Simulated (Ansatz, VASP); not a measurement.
**One calculation of SnO2, two programs**

POSCAR

```
SnO2
1.0
    4.7605737245      0.0000000000      0.0000000000
    0.0000000000      4.7605737245      0.0000000000
    0.0000000000      0.0000000000      3.3280834819
Sn O
2 4
Direct
    0.0000000000      0.0000000000      0.0000000000
    0.5000000000      0.5000000000      0.5000000000
    0.3071497474      0.3071497474      0.0000000000
    0.1928502526      0.8071497474      0.5000000000
    0.8071497474      0.1928502526      0.5000000000
    0.6928502526      0.6928502526      0.0000000000
```

The input INCAR.step1:

```
  PREC = Accurate
  ENCUT = 520
  ISMEAR = 0
  SIGMA = 0.01
  LREAL = False
  LASPH = True
  NELM = 60
  NBANDS = 35
  GGA = PE
  ALGO = Normal
  EDIFF = 1E-4
  LWAVE = True
  LCHARG = False
```

File INCAR.step2:

```
  PREC = Accurate
  ENCUT = 520
  EDIFF = 1E-7
  ISMEAR = 0
  SIGMA = 0.01
  LREAL = False
  LASPH = True
  NELM = 60
  ALGO = Normal
  ISIF = 2
  LWAVE = False
  LCHARG = False
  METAGGA = R2SCAN
  LMIXTAU = True
  NBANDS = 35
  ISTART = 1
```

File KPOINTS:

```
regular mesh
0
Gamma
  6 6 8
```

Input for Ansatz:

```yaml
crystal:
  lattice:
    - [4.7605737245, 0.0, 0.0]
    - [0.0, 4.7605737245, 0.0]
    - [0.0, 0.0, 3.3280834819]
  atoms:
    - { symbol: Sn, position: [0.0, 0.0, 0.0] }
    - { symbol: Sn, position: [0.5, 0.5, 0.5] }
    - { symbol: O, position: [0.3071497474, 0.3071497474, 0.0] }
    - { symbol: O, position: [0.1928502526, 0.8071497474, 0.5] }
    - { symbol: O, position: [0.8071497474, 0.1928502526, 0.5] }
    - { symbol: O, position: [0.6928502526, 0.6928502526, 0.0] }
kpoints:
  mp_grid: { grid: [6, 6, 8] }
  band_path:
    path:
      - [0.0, 0.0, 0.0]
      - [0.0, 0.5, 0.0]
      - [0.5, 0.5, 0.0]
      - [0.0, 0.0, 0.5]
      - [0.0, 0.5, 0.5]
      - [0.5, 0.5, 0.5]
    npoints: 1
hamiltonian:
  xc: r2scan
scf:
  occupations: { method: fixed }
  n_extra_bands: 5
output:
  forces: true
  stress: true
  eigenvalues: true
```

Change from the starting cell: uniaxial_z strain +4.0%.

Alike in both runs: task single point; functional r2SCAN; k mesh 6 × 6 × 8; no spin polarisation.

|  | VASP | Ansatz |
| --- | --- | --- |
| version | VASP 6.6.1 | Ansatz 0.2.0 |
| potentials or method | VASP PAW PBE potentials, release 64 (Sn_d, O) | plane waves, PAW |
| plane-wave cutoff (eV) | 520 | 500 |
| occupations | gaussian, width 0.01 eV | fixed |
| valence electrons in the cell | 52 | 52 |

```csv
,VASP,Ansatz,Ansatz less VASP
gap on the k mesh at the Fermi level (eV),1.22,1.20,-0.021
pressure (GPa),-7.8,-8.7,-0.91
"traceless stress, the component that is largest in VASP (GPa)",-6.30,-6.50,-0.192
rms of the force components (eV/Å),0.004,0.000,-0.0036
```

VASP's potentials were made for PBE, not for r2SCAN. Atom by atom the forces differ by 0.004 eV/Å (rms over components).
